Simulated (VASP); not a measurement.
**C: single point with LDA**

Crystal: C.

```
C
1.0
     1.22224   -2.11546    0.00000
     1.22224    2.11546    0.00000
     0.00000    0.00000    6.59506
C
4
Cartesian
  1.2222 1.7630 4.9463
  1.2222 -0.3525 1.6488
  1.2222 -1.7630 1.6488
  1.2222 0.3525 4.9463
```

This cell differs from its parent crystal: volume scaled by 0.98, then relaxed in part.

```
Program                : VASP 6.6.1
Task                   : single point
Functional             : LDA
Potentials or basis    : VASP PAW LDA potentials, release 64 (C)
Cutoff                 : 520 eV
k mesh                 : 18 × 18 × 6
Occupations            : fermi-dirac, width 0.15 eV
Spin                   : no spin polarisation
Dipole correction      : no
Further INCAR settings : ALGO = Normal; EDIFF = 1e-06; NBANDS = 16
```

The pressure is 1.5 GPa and the band gap on the k mesh is zero (filled and empty bands touch).

Stress tensor (GPa, compression positive):
```
1.93 0.00 0.00
0.00 1.92 0.00
0.00 0.00 0.51
```

Levels at points of the mesh, in eV from the Fermi level:
| k point | band 4 | band 5 | band 6 | band 7 | band 8 | band 9 | band 10 | band 11 | band 12 | band 13 |
| --- | --- | --- | --- | --- | --- | --- | --- | --- | --- | --- |
| (0.00, 0.00, 0.00) | -6.63 | -3.03 | -3.00 | -2.99 | -2.98 | 3.92 | 8.40 | 8.45 | 8.48 | 8.52 |
| (0.50, 0.00, 0.00) | -13.28 | -6.45 | -6.45 | -2.56 | -2.56 | 1.87 | 1.87 | 7.74 | 7.74 | 11.05 |
| (0.50, 0.50, 0.00) | -13.20 | -6.50 | -6.43 | -3.18 | -1.55 | 0.78 | 2.55 | 7.48 | 7.96 | 11.01 |
| (0.00, 0.00, 0.50) | -7.86 | -3.00 | -3.00 | -3.00 | -3.00 | 6.72 | 6.72 | 8.46 | 8.46 | 8.46 |
| (0.50, 0.00, 0.50) | -13.30 | -6.45 | -6.45 | -2.43 | -2.43 | 1.57 | 1.57 | 7.73 | 7.73 | 12.39 |
| (0.50, 0.50, 0.50) | -13.30 | -6.47 | -6.47 | -2.43 | -2.43 | 1.58 | 1.58 | 7.71 | 7.71 | 12.42 |

It took 3.5 min on 1 thread of Intel(R) Xeon(R) Platinum 8259CL CPU @ 2.50GHz (Skylake/Cascade Lake) (shared host), peak memory 0.23 GiB.
